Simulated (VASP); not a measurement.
# Ir: single point with LDA

Ir:

```
Ir
1.0
     0.00000    1.90609    1.90609
     1.90609    0.00000    1.90609
     1.90609    1.90609    0.00000
Ir
1
Direct
  0.00000 0.00000 0.00000
```

```
Program                : VASP 6.6.1
Task                   : single point
Functional             : LDA
Potentials or basis    : VASP PAW LDA potentials, release 64 (Ir)
Cutoff                 : 520 eV
k mesh                 : 9 × 9 × 9
Occupations            : fermi-dirac, width 0.1 eV
Spin                   : no spin polarisation
Dipole correction      : no
Further INCAR settings : ALGO = Normal; EDIFF = 1e-06; NBANDS = 10
```

```json
{"Pressure": "1.9 GPa"}
```

Levels at points of the mesh, in eV from the Fermi level:
| k point | band 3 | band 4 | band 5 | band 6 | band 7 | band 8 |
| --- | --- | --- | --- | --- | --- | --- |
| (0.00, 0.00, 0.00) | -3.92 | -3.92 | -1.11 | -1.11 | 14.44 | 20.09 |

It took 4.4 s on 1 thread of Intel Xeon 6975P-C, with other jobs on the host, peak memory 0.12 GiB.

Caveat: spin-orbit coupling is left out, which moves the levels of the heavy elements.
